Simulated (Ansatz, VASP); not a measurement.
**LaNb2N2: VASP beside Ansatz**

```xyz
5
Lattice="4.3561 0.0000 0.0000 -2.1781 3.7725 0.0000 0.0000 0.0000 5.9921" Properties=species:S:1:pos:R:3 pbc="T T T"
La    0.0000    0.0000    2.9961
Nb    0.0000    2.5150    0.0000
Nb    2.1781    1.2575    0.0000
N     0.0000    0.0000    5.3339
N     0.0000    0.0000    0.6583
```

Alike in both runs: task single point; functional PBE; k mesh 12 × 12 × 6; occupations gaussian, width 0.1 eV; no spin polarisation.

|  | VASP | Ansatz |
| --- | --- | --- |
| version | VASP 6.6.1 | Ansatz 0.2.0 |
| potentials or method | VASP PAW PBE potentials, release 64 (La, Nb_sv, N), cutoff 520 eV | scalar-relativistic, plane waves, PAW |
| valence electrons in the cell | 47 | 47 |

Ansatz gave:

| Item | Value |
| --- | --- |
| gap on the k mesh at the Fermi level (eV) | none |
| pressure (GPa) | 0.0 |
| rms of the force components (eV/Å) | 0.001 |

Question: Which values does VASP return?

Answer: gap on the k mesh at the Fermi level (eV): none; pressure (GPa): -0.1; rms of the force components (eV/Å): 0.058.

Atom by atom the forces differ by 0.058 eV/Å (rms over components). A gap of «none» marks a metal or a gap that the smearing closes.

Spin-orbit coupling is off throughout.
